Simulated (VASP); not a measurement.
Wanted: the native input for a VASP 6.6.1 run.

```yaml
Task: single point
Functional: r2SCAN
Potentials_or_basis: VASP PAW PBE potentials, release 64 (O, Cd, Mg)
Cutoff: 520 eV
k_mesh: 1 × 1 × 1
Occupations: fermi-dirac, width 0.05 eV
Spin: no spin polarisation
Dipole_correction: no
Further_INCAR_settings: LREAL = Auto; ALGO = Normal; EDIFF = 1e-06; NBANDS = 226
```

Crystal: Mg5Cd3O8.

```
O Cd Mg
1.0
     8.86092    0.00000    0.00000
     0.00000    8.86092    0.00000
     0.00000    0.00000    8.86092
O Cd Mg
32 12 20
Direct
  0.25254 0.99876 0.98506
  0.25156 0.00073 0.51191
  0.26001 0.49692 0.99365
  0.25196 0.50008 0.50281
  0.74828 0.01259 0.99699
  0.75092 0.00300 0.50533
  0.73344 0.48649 0.98575
  0.74769 0.50046 0.51241
  0.00096 0.24873 0.99538
  0.00129 0.23788 0.50360
  0.01326 0.75005 0.98424
  0.00359 0.76692 0.51257
  0.49641 0.25843 0.98556
  0.49899 0.23838 0.51241
  0.48513 0.73411 0.99705
  0.49853 0.76683 0.50198
  0.98970 0.01364 0.26703
  0.99942 0.00400 0.73828
  0.01055 0.48480 0.24934
  0.99909 0.49499 0.74867
  0.51597 0.00240 0.26719
  0.50307 0.01317 0.73884
  0.48607 0.49686 0.23268
  0.49853 0.48569 0.75823
  0.23647 0.25924 0.24887
  0.24531 0.25081 0.74866
  0.24669 0.73538 0.24989
  0.23730 0.74620 0.74686
  0.76413 0.24111 0.25371
  0.75464 0.24893 0.74776
  0.75397 0.76402 0.26584
  0.76494 0.75253 0.73927
  0.00026 0.00100 0.99987
  0.99996 0.49790 0.99756
  0.00061 0.50089 0.50060
  0.50022 0.00101 0.99806
  0.49904 0.49916 0.50042
  0.74928 0.74916 0.99693
  0.24999 0.00061 0.25252
  0.74860 0.49744 0.24876
  0.00134 0.75214 0.25270
  0.49983 0.24938 0.24929
  0.49910 0.74983 0.25055
  0.49983 0.74959 0.74851
  0.00001 0.00333 0.50491
  0.50191 0.00365 0.50567
  0.49486 0.49351 0.99287
  0.24899 0.25411 0.99263
  0.24760 0.24746 0.50534
  0.24952 0.74210 0.99100
  0.24768 0.75336 0.50652
  0.75013 0.24952 0.99285
  0.75332 0.24402 0.50552
  0.75360 0.76031 0.50575
  0.24739 0.00352 0.74641
  0.24924 0.49617 0.24546
  0.24904 0.49620 0.74972
  0.75332 0.00596 0.26144
  0.75326 0.00592 0.74443
  0.74995 0.49354 0.74895
  0.00055 0.24762 0.25453
  0.00046 0.24757 0.74687
  0.00193 0.75433 0.74565
  0.49918 0.24928 0.74869
```

One way to write it, as run:

POSCAR

```
Mg5Cd3O8
1.0
    8.8609250000      0.0000000000      0.0000000000
    0.0000000000      8.8609250000      0.0000000000
    0.0000000000      0.0000000000      8.8609250000
O Cd Mg
32 12 20
Direct
    0.2525370000      0.9987600000      0.9850630000
    0.2515590000      0.0007310000      0.5119070000
    0.2600130000      0.4969170000      0.9936520000
    0.2519560000      0.5000840000      0.5028130000
    0.7482770000      0.0125860000      0.9969870000
    0.7509170000      0.0030030000      0.5053320000
    0.7334430000      0.4864900000      0.9857510000
    0.7476850000      0.5004600000      0.5124070000
    0.0009560000      0.2487340000      0.9953760000
    0.0012860000      0.2378800000      0.5036030000
    0.0132570000      0.7500470000      0.9842370000
    0.0035920000      0.7669180000      0.5125690000
    0.4964120000      0.2584340000      0.9855610000
    0.4989920000      0.2383750000      0.5124130000
    0.4851310000      0.7341080000      0.9970470000
    0.4985270000      0.7668270000      0.5019800000
    0.9897010000      0.0136440000      0.2670310000
    0.9994200000      0.0040010000      0.7382830000
    0.0105490000      0.4848040000      0.2493430000
    0.9990850000      0.4949870000      0.7486650000
    0.5159680000      0.0024010000      0.2671880000
    0.5030720000      0.0131750000      0.7388380000
    0.4860740000      0.4968570000      0.2326770000
    0.4985290000      0.4856870000      0.7582280000
    0.2364670000      0.2592430000      0.2488690000
    0.2453100000      0.2508110000      0.7486610000
    0.2466870000      0.7353760000      0.2498910000
    0.2373030000      0.7462040000      0.7468600000
    0.7641340000      0.2411150000      0.2537100000
    0.7546390000      0.2489310000      0.7477600000
    0.7539730000      0.7640220000      0.2658420000
    0.7649360000      0.7525280000      0.7392670000
    0.0002550000      0.0010000000      0.9998680000
    0.9999620000      0.4979010000      0.9975640000
    0.0006150000      0.5008900000      0.5005980000
    0.5002220000      0.0010090000      0.9980650000
    0.4990440000      0.4991630000      0.5004190000
    0.7492830000      0.7491610000      0.9969300000
    0.2499890000      0.0006100000      0.2525250000
    0.7486000000      0.4974400000      0.2487650000
    0.0013420000      0.7521440000      0.2527020000
    0.4998290000      0.2493800000      0.2492930000
    0.4990970000      0.7498300000      0.2505510000
    0.4998310000      0.7495900000      0.7485110000
    0.0000140000      0.0033290000      0.5049050000
    0.5019050000      0.0036500000      0.5056750000
    0.4948610000      0.4935090000      0.9928680000
    0.2489930000      0.2541150000      0.9926280000
    0.2476000000      0.2474600000      0.5053390000
    0.2495220000      0.7421030000      0.9910010000
    0.2476810000      0.7533630000      0.5065210000
    0.7501280000      0.2495190000      0.9928480000
    0.7533210000      0.2440220000      0.5055220000
    0.7535960000      0.7603110000      0.5057480000
    0.2473870000      0.0035230000      0.7464060000
    0.2492450000      0.4961710000      0.2454640000
    0.2490380000      0.4962010000      0.7497160000
    0.7533160000      0.0059580000      0.2614390000
    0.7532630000      0.0059230000      0.7444300000
    0.7499500000      0.4935350000      0.7489460000
    0.0005450000      0.2476190000      0.2545250000
    0.0004580000      0.2475710000      0.7468720000
    0.0019260000      0.7543260000      0.7456540000
    0.4991820000      0.2492790000      0.7486860000
```

INCAR.step1

```
SYSTEM = Mg5Cd3O8
PREC = Accurate ; ENCUT = 520
ISMEAR = -1 ; SIGMA = 0.05
LREAL = Auto ; LASPH = .TRUE.
NELM = 80 ; NBANDS = 226
GGA = PE ; ALGO = Normal
EDIFF = 1E-4 ; LWAVE = .TRUE.
LCHARG = .FALSE.
```

INCAR.step2

```
SYSTEM = Mg5Cd3O8
PREC = Accurate ; ENCUT = 520
EDIFF = 1E-6 ; ISMEAR = -1
SIGMA = 0.05 ; LREAL = Auto
LASPH = .TRUE. ; NELM = 80
ALGO = Normal ; ISIF = 2
LWAVE = .FALSE. ; LCHARG = .FALSE.
METAGGA = R2SCAN ; LMIXTAU = .TRUE.
NBANDS = 226 ; ISTART = 1
```

KPOINTS

```
regular mesh
0
G
  1 1 1
  0 0 0
```

Potentials or basis: VASP PAW PBE potentials, release 64 (O, Cd, Mg).

Run with:

```sh
$ cat potpaw_PBE.64/O/POTCAR potpaw_PBE.64/Cd/POTCAR potpaw_PBE.64/Mg/POTCAR > POTCAR
$ cp INCAR.step1 INCAR
$ mpirun -np 1 vasp_gam > vasp.out
$ cp INCAR.step2 INCAR
$ mpirun -np 1 vasp_gam > vasp.out
```

It gave:

```yaml
Pressure: 0.6 GPa
Largest_force: 0.211 eV/Å
Band_gap_on_the_k_mesh: 1.63 eV
```

Caveat: the k points lie up to 0.71 Å⁻¹ apart; the PAW data sets were made with another functional, which shifts forces and pressure a little.

It took 11 min on 1 thread of Intel(R) Xeon(R) 6975P-C (Granite Rapids) (shared host), peak memory 0.82 GiB.
